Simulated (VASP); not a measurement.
# AlGaN2 (P-4m2) in VASP: further runs

The runs below take AlGaN2 through single point, with r2SCAN.

All numbers are computed with VASP 6.6.1; they aren't measurements. Logs are shortened: lines on timing, memory, paths and dates and some standing lists are left out, and cuts for length are marked.

### Step 1. The cell of the first run

It takes space group P-4m2 (No. 115, tetragonal). The conventional cell has a = 3.157 Å, b = 3.157 Å, c = 4.424 Å, α = 90.00°, β = 90.00°, γ = 90.00°. Within 2.5 Å of Al (site symmetry -4m2) lie 4 N at 1.90 Å. Within 2.6 Å of Ga (site symmetry -4m2) lie 4 N at 1.96 Å. N (site symmetry 2mm) has 2 Al at 1.90 Å and 2 Ga at 1.96 Å within 2.5 Å.

### Step 2. Single point, r2SCAN (strain +0.0050 x Voigt [1, 1, 0, 0, 0, 0])

POSCAR

```
AlGaN2
1.0
    3.1565814339      0.0000000000      0.0000000000
    0.0000000000      3.1565814339      0.0000000000
    0.0000000000      0.0000000000      4.4238379400
Al Ga N
1 1 2
Direct
    0.5000000000      0.5000000000      0.5000000000
    0.0000000000      0.0000000000      0.0000000000
    0.5000000000      0.0000000000      0.7382648100
    0.0000000000      0.5000000000      0.2617351900
```

INCAR.step1

```
SYSTEM = AlGaN2
ALGO = Normal ; EDIFF = 1E-5
ENCUT = 1460 ; GGA = PE
GGA_COMPAT = .FALSE. ; ISMEAR = 0
LASPH = .TRUE. ; LCHARG = .FALSE.
LREAL = .FALSE. ; LWAVE = .TRUE.
NBANDS = 21 ; NELM = 120
PREC = Accurate ; SIGMA = 0.05
```

INCAR.step2

```
SYSTEM = AlGaN2
ALGO = Normal ; EDIFF = 1E-6
ENCUT = 1460 ; GGA_COMPAT = .FALSE.
ISIF = 2 ; ISMEAR = 0
ISTART = 1 ; LASPH = .TRUE.
LCHARG = .FALSE. ; LMIXTAU = .TRUE.
LREAL = .FALSE. ; LWAVE = .FALSE.
METAGGA = R2SCAN ; NBANDS = 21
NELM = 120 ; PREC = Accurate
SIGMA = 0.05
```

KPOINTS

```
k-points
0
G
  8 8 6
  0 0 0
```

Potentials or basis: VASP PAW PBE potentials, release 64 (Al, Ga_d, N_h).

On the command line:

```sh
cat potpaw_PBE.64/Al/POTCAR potpaw_PBE.64/Ga_d/POTCAR potpaw_PBE.64/N_h/POTCAR > POTCAR
cp INCAR.step1 INCAR
mpirun -np 1 vasp_std > vasp.out
cp INCAR.step2 INCAR
mpirun -np 1 vasp_std > vasp.out
```

OUTCAR:

```text
SYSTEM = AlGaN2
   EDIFF = 1E-6
   ENCUT = 1460
   ISIF = 2
   ISMEAR = 0
   ISTART = 1
   LASPH = .TRUE.
   LREAL = .FALSE.
   METAGGA = R2SCAN
   NELM = 120
   PREC = Accurate

 ion  position               nearest neighbor table
   1  0.500  0.500  0.500-   3 1.90   4 1.90   3 1.90   4 1.90   2 3.14   2 3.14   2 3.14   2 3.14
                             2 3.14   2 3.14   2 3.14   2 3.14
   2  0.000  0.000  0.000-   3 1.96   4 1.96   4 1.96   3 1.96   1 3.14   1 3.14   1 3.14   1 3.14
                             1 3.14   1 3.14   1 3.14   1 3.14
   3  0.500  0.000  0.738-   1 1.90   1 1.90   2 1.96   2 1.96
   4  0.000  0.500  0.262-   1 1.90   1 1.90   2 1.96   2 1.96

  LATTYP: Found a simple tetragonal cell.
 ALAT       =     3.1565814339
 C/A-ratio  =     1.4014648545

  Lattice vectors:

 A1 = (   3.1565814339,   0.0000000000,   0.0000000000)
 A2 = (   0.0000000000,   3.1565814339,   0.0000000000)
 A3 = (   0.0000000000,   0.0000000000,   4.4238379400)

Analysis of symmetry for initial positions (statically):
=====================================================================
 Subroutine PRICEL returns:
 Original cell was already a primitive cell.

 Routine SETGRP: Setting up the symmetry group for a
 simple tetragonal supercell.

 Subroutine GETGRP returns: Found  8 space group operations
 (whereof  8 operations were pure point group operations)
 out of a pool of 16 trial point group operations.

The static configuration has the point symmetry D_2d.

Analysis of symmetry for dynamics (positions and initial velocities):
=====================================================================
 Subroutine PRICEL returns:
 Original cell was already a primitive cell.

 Routine SETGRP: Setting up the symmetry group for a
 simple tetragonal supercell.

 Subroutine GETGRP returns: Found  8 space group operations
 (whereof  8 operations were pure point group operations)
 out of a pool of 16 trial point group operations.

The dynamic configuration has the point symmetry D_2d.

 Subroutine INISYM returns: Found  8 space group operations
 (whereof  8 operations are pure point group operations),
 and found     1 'primitive' translations

----------------------------------------------------------------------------------------

                                     Primitive cell

[... 87 lines left out ...]
   ICHARG =      0    charge: 1-file 2-atom 10-const
   ISPIN  =      1    spin polarized calculation?
   LNONCOLLINEAR =      F non collinear calculations
   LSORBIT =      F    spin-orbit coupling
   LASPH  =      T    aspherical Exc in radial PAW
   ENCUT  = 1460.0 eV 107.31 Ry   10.36 a.u.   9.83  9.83 13.78*2*pi/ulx,y,z
   NELM   =    120;   NELMIN=  2; NELMDL=  0     # of ELM steps
   EDIFF  = 0.1E-05   stopping-criterion for ELM
   LREAL  =      F    real-space projection
   EDIFFG = 0.1E-04   stopping-criterion for IOM
   NSW    =      0    number of steps for IOM
   IBRION =     -1    ionic relax: 0-MD 1-quasi-New 2-CG
   NFREE  =      0    steps in history (QN), initial steepest desc. (CG)
   ISIF   =      2    stress and relaxation
   ISYM   =      2    0-nonsym 1-usesym 2-fastsym
   POTIM  = 0.5000    time-step for ionic-motion
   TEBEG  =    0.0;   TEEND  =   0.0 temperature during run
   PSTRESS=    0.0 pullay stress
   NELECT =      26.0000    total number of electrons
   NUPDOWN=      -1.0000    fix difference up-down
   EMIN   =  10.00;   EMAX   =-10.00  energy-range for DOS
   EFERMI =   0.00;   METHOD = LEGACY
   ISMEAR =     0;   SIGMA  =   0.05  broadening in eV -4-tet -1-fermi 0-gaus
   EFERMI_NEDOS =   21; number of points for ismear=-14 and -15
   IALGO  =     38    algorithm
   IMIX   =      4    mixing-type and parameters
     AMIX     =   0.40;   BMIX     =  1.00
     AMIX_MAG =   1.60;   BMIX_MAG =  1.00
  volume/ion in A,a.u.               =      11.02        74.37
  Fermi-wavevector in a.u.,A,eV,Ry     =   1.372950  2.594500 25.646888  1.884993
  Thomas-Fermi vector in A             =   2.498511
   LORBIT       =      0    0 simple, 1 ext, 2 COOP (PROOUT), +10 PAW based schemes
   METAGGA = R2SCAN    functional components
   LHFCALC =     F    Hartree Fock is set to
   AEXX    =    0.0000 exact exchange contribution
   IVDW    =     0    specifies the selected vdW correction
   LEPSILON=     F    determine dielectric tensor
   LRPA    =     F    only Hartree local field effects (RPA)
 non-spin polarized calculation
 Gauss-broadening in eV      SIGMA  =   0.05
  energy-cutoff  :     1460.00
  volume of cell :       44.08
 maximum number of plane-waves:      5616
 NGX is ok and might be reduce to    40
   NGX = 19   NGY = 19   NGZ = 27

 number of electron      26.0000002 magnetization

 Free energy of the ion-electron system (eV)
  ---------------------------------------------------
  ext. energy  EPLUGINS =         0.00000000
  ---------------------------------------------------
  free energy    TOTEN  =       -41.07451338 eV

  energy without entropy =      -41.07451338  energy(sigma->0) =      -41.07451338

 E-fermi :   5.7991     XC(G=0): -12.0077

 val. band max:        5.5780583374   @ k =   0.0000   0.0000   0.0000
 cond. band min:       8.8664909074   @ k =   0.0000   0.0000   0.0000
 fundamental gap:      3.2884325701
 Fermi energy:         5.7991006925

 k-point     1 :       0.0000    0.0000    0.0000
  band No.  band energies     occupation
      1     -10.6273      2.00000
      2      -9.0712      2.00000
      3      -7.7486      2.00000
      4      -7.7486      2.00000
      5      -7.6782      2.00000
      6      -7.5295      2.00000
[... 565 lines left out ...]
     20      18.5497      0.00000
     21      18.5570      0.00000

 [... further k-points ...]
[... 5 lines left out ...]
  --------------------------------------------------------------------------------------
  -------------------------------------------------------------------------------------
  Total       -0.6544117     -0.6544117     -0.4477318      0.0000000      0.0000000     -0.0000000
  in kB      -23.7863857    -23.7863857    -16.2740379      0.0000000      0.0000000     -0.0000000
  external PRESSURE =     -21.2822697 kB  Pullay stress =       0.0000000 kB

 VOLUME and BASIS-vectors are now :
 -----------------------------------------------------------------------------
  energy-cutoff  :     1460.00
  volume of cell :       44.08
      direct lattice vectors                 reciprocal lattice vectors
     3.156581434  0.000000000  0.000000000     0.316798417  0.000000000  0.000000000
     0.000000000  3.156581434  0.000000000     0.000000000  0.316798417  0.000000000
     0.000000000  0.000000000  4.423837940     0.000000000  0.000000000  0.226048064

 POSITION                                       TOTAL-FORCE (eV/Angst)
 -----------------------------------------------------------------------------------
      1.57829      1.57829      2.21192         0.000000      0.000000      0.000000
      0.00000      0.00000      0.00000         0.000000     -0.000000      0.000000
      1.57829      0.00000      3.26596         0.000000     -0.000000     -0.004726
      0.00000      1.57829      1.15787        -0.000000     -0.000000      0.004726
 -----------------------------------------------------------------------------------
    total drift:                               -0.000000      0.000000      0.000000

  FREE ENERGIE OF THE ION-ELECTRON SYSTEM (eV)
  ---------------------------------------------------
  free  energy   TOTEN  =       -41.0745133772 eV

  energy  without entropy=      -41.0745133772  energy(sigma->0) =      -41.07451338
```

OUTCAR.step1:

```text
SYSTEM = AlGaN2
   EDIFF = 1E-5
   ENCUT = 1460
   GGA = PE
   ISMEAR = 0
[... 808 lines left out ...]
      1.57829      1.57829      2.21192         0.000000      0.000000     -0.000000
      0.00000      0.00000      0.00000        -0.000000     -0.000000     -0.000000
      1.57829      0.00000      3.26596        -0.000000     -0.000000     -0.023792
      0.00000      1.57829      1.15787         0.000000     -0.000000      0.023792
 -----------------------------------------------------------------------------------
    total drift:                               -0.000000      0.000000      0.000000

  FREE ENERGIE OF THE ION-ELECTRON SYSTEM (eV)
  ---------------------------------------------------
  free  energy   TOTEN  =       -27.0023451592 eV

  energy  without entropy=      -27.0023451592  energy(sigma->0) =      -27.00234516
```

It took 5.9 min on 1 thread of AMD EPYC 9R45 (Zen 5), shared host; peak memory 0.48 GiB.

Results:

```
Free energy            : -41.0745 eV
Pressure               : -2.1 GPa
Largest force          : 0.005 eV/Å
Band gap on the k mesh : 3.29 eV
```

Forces on the atoms (eV/Å):
```
Al   0.000  0.000  0.000
Ga   0.000  0.000  0.000
N    0.000  0.000 -0.005
N    0.000  0.000  0.005
```

Caveat: the cell differs from its parent crystal (strain +0.0050 x Voigt [1, 1, 0, 0, 0, 0]); the PAW data sets were made with another functional, which shifts forces and pressure a little.

### Step 3. Single point, r2SCAN (strain +0.0100 x Voigt [1, 1, 0, 0, 0, 0])

Changes to POSCAR since step 2:

```diff
@@ -2,4 +2,4 @@
 1.0
-    3.1565814339      0.0000000000      0.0000000000
-    0.0000000000      3.1565814339      0.0000000000
+    3.1722858192      0.0000000000      0.0000000000
+    0.0000000000      3.1722858192      0.0000000000
     0.0000000000      0.0000000000      4.4238379400
```

INCAR.step1

```
SYSTEM = AlGaN2
PREC = Accurate ; ENCUT = 1460
ISMEAR = 0 ; SIGMA = 0.05
LREAL = .FALSE. ; LASPH = .TRUE.
NELM = 120 ; NBANDS = 21
GGA = PE ; ALGO = Normal
EDIFF = 1E-5 ; LWAVE = .TRUE.
LCHARG = .FALSE. ; GGA_COMPAT = .FALSE.
```

INCAR.step2

```
SYSTEM = AlGaN2
PREC = Accurate ; ENCUT = 1460
EDIFF = 1E-6 ; ISMEAR = 0
SIGMA = 0.05 ; LREAL = .FALSE.
LASPH = .TRUE. ; NELM = 120
ALGO = Normal ; ISIF = 2
LWAVE = .FALSE. ; LCHARG = .FALSE.
METAGGA = R2SCAN ; LMIXTAU = .TRUE.
NBANDS = 21 ; ISTART = 1
GGA_COMPAT = .FALSE.
```

KPOINTS

```
regular mesh
0
G
  8 8 6
  0 0 0
```

Potentials or basis: VASP PAW PBE potentials, release 64 (Al, Ga_d, N_h).

On the command line:

```sh
cat potpaw_PBE.64/Al/POTCAR potpaw_PBE.64/Ga_d/POTCAR potpaw_PBE.64/N_h/POTCAR > POTCAR
cp INCAR.step1 INCAR
mpirun -np 1 vasp_std > vasp.out
cp INCAR.step2 INCAR
mpirun -np 1 vasp_std > vasp.out
```

It took 13 min on 1 thread of Intel Xeon Platinum 8259CL at 2.50GHz (Skylake/Cascade Lake), shared host; peak memory 0.51 GiB.

It converged, with:

- Free energy: -41.0654 eV
- Pressure: -4.0 GPa
- Largest force: 0.012 eV/Å
- Band gap on the k mesh: 3.22 eV

Forces in eV/Å, atoms in the order of the input:
```
Al   0.000  0.000  0.000
Ga   0.000  0.000  0.000
N    0.000  0.000 -0.012
N    0.000  0.000  0.012
```

Stress tensor (GPa, compression positive):
```
-4.52  0.00  0.00
 0.00 -4.52  0.00
 0.00  0.00 -3.08
```

Levels at points of the mesh, in eV from the valence-band top:
| k point | band 9 | band 10 | band 11 | band 12 | band 13 | band 14 | band 15 | band 16 | band 17 | band 18 |
| --- | --- | --- | --- | --- | --- | --- | --- | --- | --- | --- |
| (0.00, 0.00, 0.00) | -2.38 | -2.38 | -0.17 | 0.00 | 0.00 | 3.22 | 4.05 | 8.15 | 11.93 | 11.93 |
| (0.50, 0.00, 0.00) | -4.45 | -2.86 | -2.79 | -1.06 | -0.68 | 7.56 | 7.73 | 8.59 | 8.95 | 11.07 |
| (0.50, 0.50, 0.00) | -4.99 | -2.27 | -2.22 | -2.22 | -2.20 | 3.86 | 3.86 | 6.93 | 9.50 | 13.38 |
| (0.00, 0.00, 0.50) | -2.50 | -1.61 | -1.61 | -1.00 | -1.00 | 5.76 | 5.92 | 8.50 | 9.88 | 11.99 |
| (0.50, 0.00, 0.50) | -6.14 | -1.04 | -0.84 | -0.56 | -0.54 | 5.65 | 7.14 | 9.90 | 10.15 | 10.74 |
| (0.50, 0.50, 0.50) | -4.38 | -3.91 | -3.26 | -3.15 | -3.15 | 6.81 | 6.81 | 9.38 | 11.56 | 11.85 |

Caveat: the cell differs from its parent crystal (strain +0.0100 x Voigt [1, 1, 0, 0, 0, 0]); the cell stands under tension; the PAW data sets were made with another functional, which shifts forces and pressure a little.
